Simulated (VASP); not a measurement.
A run of VASP 6.6.1 is set up as follows.

The input INCAR:

```
PREC = Accurate
ENCUT = 520
EDIFF = 1E-6
ISMEAR = 0
SIGMA = 0.05
LREAL = False
LASPH = True
NELM = 60
ALGO = Normal
ISIF = 2
LWAVE = False
LCHARG = False
GGA = PE
NBANDS = 16
```

File KPOINTS:

```
Automatic mesh
0
Gamma
  12 12 6
```

The input POSCAR:

```
AlN
1.0
    3.1576671839      0.0000000000      0.0000000000
   -1.5788335919      2.7346199979      0.0000000000
    0.0000000000      0.0000000000      5.0526700000
Al N
2 2
Direct
    0.3333333333      0.6666666667      0.0000000000
    0.6666666667      0.3333333333      0.5000000000
    0.3333333333      0.6666666667      0.3850000000
    0.6666666667      0.3333333333      0.8850000000
```

Potentials or basis: VASP PAW PBE potentials, release 64 (Al, N).

Run with:

```console
$ cat potpaw_PBE.64/Al/POTCAR potpaw_PBE.64/N/POTCAR > POTCAR
$ mpirun -np 1 vasp_std > vasp.out
```

(1) Predict the pressure.

(2) Predict the band gap on the k mesh.

(3) Predict the largest force.

## Answers

(1) -4.8 GPa.

(2) 3.78 eV, direct.

(3) 0.179 eV/Å.

Caveat: the cell differs from its parent crystal (strain +0.015 along x and y, +0.015 along z).
